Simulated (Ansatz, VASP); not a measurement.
**TiO2: VASP beside Ansatz**

File INCAR:

```
SYSTEM = TiO2
  PREC = Accurate
  ENCUT = 600
  EDIFF = 1E-6
  ISMEAR = -1
  SIGMA = 0.05
  LREAL = .FALSE.
  LASPH = .TRUE.
  NELM = 120
  ALGO = Normal
  ISIF = 2
  LWAVE = .FALSE.
  LCHARG = .FALSE.
  GGA = LIBXC
  LIBXC1 = GGA_X_B88
  LIBXC2 = GGA_C_PBE
  NBANDS = 33
  GGA_COMPAT = .FALSE.
```

File KPOINTS:

```
regular mesh
0
G
  6 6 9
  0 0 0
```

POSCAR

```
TiO2
1.0
    4.5998373239      0.0000000000      0.0000000000
    0.0000000000      4.5998373239      0.0000000000
    0.0000000000      0.0000000000      2.9592135600
Ti O
2 4
Direct
    0.0000000000      0.0000000000      0.5000000000
    0.5000000000      0.5000000000      0.0000000000
    0.3043213200      0.3043213200      0.5000000000
    0.1956786800      0.8043213200      0.0000000000
    0.8043213200      0.1956786800      0.0000000000
    0.6956786800      0.6956786800      0.5000000000
```

File input.yaml:

```yaml
crystal:
  lattice:
    - [4.5998373239, 0.0, 0.0]
    - [0.0, 4.5998373239, 0.0]
    - [0.0, 0.0, 2.95921356]
  atoms:
    - { symbol: Ti, position: [0.0, 0.0, 0.5] }
    - { symbol: Ti, position: [0.5, 0.5, 0.0] }
    - { symbol: O, position: [0.30432132, 0.30432132, 0.5] }
    - { symbol: O, position: [0.19567868, 0.80432132, 0.0] }
    - { symbol: O, position: [0.80432132, 0.19567868, 0.0] }
    - { symbol: O, position: [0.69567868, 0.69567868, 0.5] }
hamiltonian:
  xc: { exchange: b88, correlation: pbe }
  pseudopotentials: { kind: paw }
kpoints:
  mp_grid: { grid: [6, 6, 9] }
  band_path:
    path:
      - [[0.0, 0.0, 0.0], [0.0, 0.5, 0.0], [0.5, 0.5, 0.0], [0.0, 0.0, 0.0], [0.0, 0.0, 0.5], [0.0, 0.5, 0.5], [0.5, 0.5, 0.5], [0.0, 0.0, 0.5]]
      - [[0.0, 0.5, 0.0], [0.0, 0.5, 0.5]]
      - [[0.5, 0.5, 0.0], [0.5, 0.5, 0.5]]
    npoints: 14
scf:
  occupations: { method: fermi_dirac, width: 0.05 }
  n_extra_bands: 15
output:
  forces: true
  stress: true
  eigenvalues: true
  fatbands: false
```

Alike in both runs: functional b88 exchange, pbe correlation; k mesh 6 × 6 × 9; occupations fermi-dirac, width 0.05 eV; no spin polarisation.

```csv
,VASP,Ansatz
version,VASP 6.6.1,Ansatz 0.2.0
potentials or method,"VASP PAW PBE potentials, release 64 (Ti_sv, O)",Ansatz PAW
plane-wave cutoff (eV),600,420
valence electrons in the cell,48,48
task,single point,band structure
```

|  | VASP | Ansatz | Ansatz less VASP |
| --- | --- | --- | --- |
| gap on the k mesh at the Fermi level (eV) | 1.84 | 1.87 | +0.026 |
| least direct gap on the mesh (eV) | 1.84 | 1.87 | +0.026 |
| pressure (GPa) | 4.2 | 3.8 | -0.38 |
| traceless stress, the component that is largest in VASP (GPa) | -0.43 | -0.63 | -0.193 |
| rms of the force components (eV/Å) | 0.005 | 0.005 | 0.0000 |

VASP's potentials were made for PBE, not for b88 exchange, pbe correlation. Atom by atom the forces differ by 0.010 eV/Å (rms over components).
